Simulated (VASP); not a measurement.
Input of a VASP 6.6.1 run:

The input INCAR:

```
SYSTEM = RbBr
  PREC = Accurate
  ENCUT = 600
  EDIFF = 1E-8
  ISMEAR = 0
  SIGMA = 0.01
  LREAL = .False.
  LASPH = .True.
  NELM = 100
  ALGO = Normal
  ISIF = 3
  LWAVE = .False.
  LCHARG = .False.
  GGA = PS
  IBRION = 6
  NFREE = 2
  POTIM = 0.015
  NSW = 1
```

KPOINTS

```
Automatic mesh
0
Gamma
  6 6 6
  0 0 0
```

The input POSCAR:

```
RbBr
1.0
    3.7049346666      0.0000000000      0.0000000000
    0.0000000000      3.7049346666      0.0000000000
    0.0000000000      0.0000000000      3.7049346666
Rb Br
1 1
Direct
    0.0000000000      0.0000000000      0.0000000000
    0.5000000000      0.5000000000      0.5000000000
```

Potentials or basis: VASP PAW PBE potentials, release 64 (Rb_sv, Br).

Run with:

```console
$ cat potpaw_PBE.64/Rb_sv/POTCAR potpaw_PBE.64/Br/POTCAR > POTCAR
$ mpirun -np 1 vasp_std > vasp.out
```

(1) What does it give for the elastic constants C11, C12, C44?

(2) What does it give for the Voigt bulk modulus?

(3) Predict the highest phonon frequency at Γ, LO-TO splitting left out.

Answers

(1) 78, 38, 36 GPa.

(2) 51 GPa.

(3) 148 cm⁻¹.

Caveat: the cell is under stress, which shifts elastic constants; the PAW data sets were made with another functional, which shifts forces and pressure a little.
